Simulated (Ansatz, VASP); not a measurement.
# InSb in VASP and in Ansatz

Contents of INCAR:

```
PREC = Accurate ; ENCUT = 520
EDIFF = 1E-6 ; ISMEAR = -1
SIGMA = 0.08 ; LREAL = F
LASPH = T ; NELM = 80
ALGO = Normal ; ISIF = 2
LWAVE = F ; LCHARG = F
GGA = PE ; NBANDS = 16
```

File KPOINTS:

```
Automatic mesh
0
Gamma
  11 11 11
```

Contents of POSCAR:

```
InSb
1.0
    3.8062691655      0.0000000000      0.0000000000
    0.0000000000      3.8062691655      0.0000000000
    0.0000000000      0.0000000000      3.8062691655
In Sb
1 1
Direct
    0.0000000000      0.0000000000      0.0000000000
    0.5000000000      0.5000000000      0.5000000000
```

Input for Ansatz:

```yaml
crystal:
  lattice:
    - [3.8062691655, 0.0, 0.0]
    - [0.0, 3.8062691655, 0.0]
    - [0.0, 0.0, 3.8062691655]
  atoms:
    - { symbol: In, position: [0.0, 0.0, 0.0] }
    - { symbol: Sb, position: [0.5, 0.5, 0.5] }
kpoints:
  mp_grid: { grid: [11, 11, 11] }
  band_path:
    path:
      - [0.0, 0.0, 0.0]
      - [0.0, 0.5, 0.0]
      - [0.5, 0.5, 0.0]
      - [0.0, 0.0, 0.0]
      - [0.5, 0.5, 0.5]
      - [0.0, 0.5, 0.0]
      - [0.5, 0.5, 0.5]
      - [0.5, 0.5, 0.0]
    npoints: 8
scf:
  occupations: { method: fermi_dirac, width: 0.08 }
hamiltonian:
  xc: pbe
  pseudopotentials: { kind: paw }
output:
  forces: true
  stress: true
  eigenvalues: true
  populations: true
  dos: { projected: true, de: 0.2, e_range: [-14, 8] }
  write_density: true
  write_potential: true
  elf: true
  volumetric_format: npy
```

Change from the starting cell: volume scaled by 1, PAW files.

Alike in both runs: task single point; functional PBE; k mesh 11 × 11 × 11; occupations fermi-dirac, width 0.08 eV; no spin polarisation.

|  | VASP | Ansatz |
| --- | --- | --- |
| version | VASP 6.6.1 | Ansatz 0.2.0 |
| potentials or method | VASP PAW PBE potentials, release 64 (In_d, Sb) | PAW with Ansatz's default frozen-core files, scalar-relativistic |
| plane-wave cutoff (eV) | 520 | 420 |
| valence electrons in the cell | 18 | 28 |

Ansatz gave:

```
pressure (GPa) : 0.0
```

Q: What did VASP give for the same quantities?

A: Pressure (GPa): -0.1.

With one functional, cell and mesh, what is left measures potentials, basis and numerics. VASP's potentials hold 18 valence electrons a cell and Ansatz's 28, so a difference there can come from the potentials and not from the codes.

Spin-orbit coupling is off throughout.
